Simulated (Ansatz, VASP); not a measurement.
**SnSe in VASP and in Ansatz**

INCAR

```
SYSTEM = SnSe
PREC     = Accurate       ! precision mode
ENCUT    = 520            ! plane-wave cutoff, eV
EDIFF    = 1E-7           ! SCF threshold, eV
ISMEAR   = -1             ! smearing method
SIGMA    = 0.02           ! smearing width, eV
LREAL    = .FALSE.        ! projectors in reciprocal space
LASPH    = .TRUE.         ! aspherical terms in the spheres
NELM     = 100            ! most SCF steps
ALGO     = Normal         ! electronic algorithm
ISIF     = 2              ! what is computed and relaxed
LWAVE    = .FALSE.        ! write WAVECAR
LCHARG   = .FALSE.        ! write CHGCAR
NBANDS   = 17             ! bands
```

File KPOINTS:

```
Automatic mesh
0
G
  9 9 9
  0 0 0
```

The input POSCAR:

```
SnSe
1.0
    0.0000000000      3.0100000000      2.9799000000
    3.0100000000      0.0000000000      2.9799000000
    3.0100000000      3.0100000000      0.0000000000
Sn Se
1 1
Direct
    0.0000000000      0.0000000000      0.0000000000
    0.5000000000      0.5000000000      0.5000000000
```

Input for Ansatz:

```yaml
crystal:
  lattice:
    - [0.0, 3.01, 2.9799]
    - [3.01, 0.0, 2.9799]
    - [3.01, 3.01, 0.0]
  atoms:
    - { symbol: Sn, position: [0.0, 0.0, 0.0] }
    - { symbol: Se, position: [0.5, 0.5, 0.5] }
kpoints:
  mp_grid: { grid: [9, 9, 9] }
  band_path:
    path:
      - [0.0, 0.0, 0.0]
      - [0.0, 0.5, 0.5]
      - [0.25, 0.75, 0.5]
      - [0.0, 0.5, 0.0]
      - [0.0, 0.0, 0.0]
      - [0.5, 0.5, 0.0]
      - [0.3775380063, 0.6224619937, 0.0]
      - [-0.3775380063, 0.3775380063, 0.0]
      - [0.0, 0.0, 0.0]
    npoints: 5
scf:
  occupations: { method: fermi_dirac, width: 0.02 }
hamiltonian:
  xc: lda
  pseudopotentials: { kind: all_electron, lapw: { basis_error: 0.00025 } }
output:
  forces: true
  stress: true
  eigenvalues: true
```

Change from the starting cell: zz strain of -1 %.

Alike in both runs: task single point; functional LDA; k mesh 9 × 9 × 9; occupations fermi-dirac, width 0.02 eV; no spin polarisation.

```csv
,VASP,Ansatz
version,VASP 6.6.1,Ansatz 0.2.0
potentials or method,"VASP PAW LDA potentials, release 64 (Sn_d, Se), cutoff 520 eV","all-electron LAPW, scalar-relativistic"
```

Ansatz gave:

- pressure (GPa): -2.8
- traceless stress, the component that is largest in VASP (GPa): 0.79

**Question.** What did VASP give for the same quantities?

**Answer.** Pressure (GPa): -2.7; traceless stress, the component that is largest in VASP (GPa): 0.80.

LDA's correlation is that of Perdew and Zunger in VASP and of Perdew and Wang (1992) in Ansatz. Ansatz ran all-electron here, and VASP with PAW potentials.
